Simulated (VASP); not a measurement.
A run of VASP 6.6.1 is set up as follows.

File INCAR:

```
ALGO = Normal ; EDIFF = 1E-6
ENCUT = 520 ; GGA = PE
GGA_COMPAT = False ; ISIF = 2
ISMEAR = -1 ; ISYM = -1
LASPH = True ; LCHARG = False
LREAL = Auto ; LWAVE = False
NBANDS = 68 ; NELM = 120
PREC = Accurate ; SIGMA = 0.1241
```

KPOINTS

```
explicit points
1
Reciprocal
  0.25000000   0.25000000   0.25000000 1
```

Contents of POSCAR:

```
AlO2
1.0
    6.4996670000      0.1708480000     -0.1040210000
    0.1708480000      6.4981630000      0.0496030000
   -0.1040210000      0.0496030000      6.1066860000
Al O
7 14
Direct
    0.7008613981      0.3019716224      0.6642019264
    0.0633022770      0.1795197233      0.2509426634
    0.5214254578      0.7419007449      0.7750848324
    0.4728338178      0.9302103467      0.3489674142
    0.1901125848      1.0219475757      0.7744031764
    0.6455121628      0.4465698034      0.1595702839
    0.1191458345      0.4741319595      0.8948937773
    0.5965039272      0.4438285312      0.8709021077
    0.2546656991      0.7186810470      0.7931231186
    0.6354573332      0.1691179889      0.2239406362
    0.9175972796      0.0375897505      0.8151324339
    0.9905835720      0.9670082950      0.0347409350
   -0.0247312467      0.3715392491      0.6460029171
   -0.0349152612      0.4340466155      0.1419177383
    0.6117014972      0.6695663591      0.5066968076
    0.5172445725      0.4698569957      0.4435508852
    0.2179902030      1.0291942066      0.4391084524
    0.5434838649      1.0374957756      0.6959096689
    0.2346420899      0.2118358713      0.9662489622
    0.7976537133      0.1531453708      0.3905182397
    0.5788817885      0.7503908411      0.1321332431
```

Potentials or basis: VASP PAW PBE potentials, release 64 (Al, O).

Command:

```bash
$ cat potpaw_PBE.64/Al/POTCAR potpaw_PBE.64/O/POTCAR > POTCAR
$ mpirun -np 1 vasp_std > vasp.out
```

**Question.** Predict the largest force.

**Answer.** 3.507 eV/Å.

**Question.** Predict the pressure.

**Answer.** -8.9 GPa.

Stress tensor (GPa, compression positive):
```
 -3.61  -2.08   5.09
 -2.08 -15.02   1.70
  5.09   1.70  -8.18
```

Caveat: the atoms stand as in a frame of molecular dynamics; an odd number of electrons without spin polarisation forces a metal; a magnetic or distorted state may lie lower.
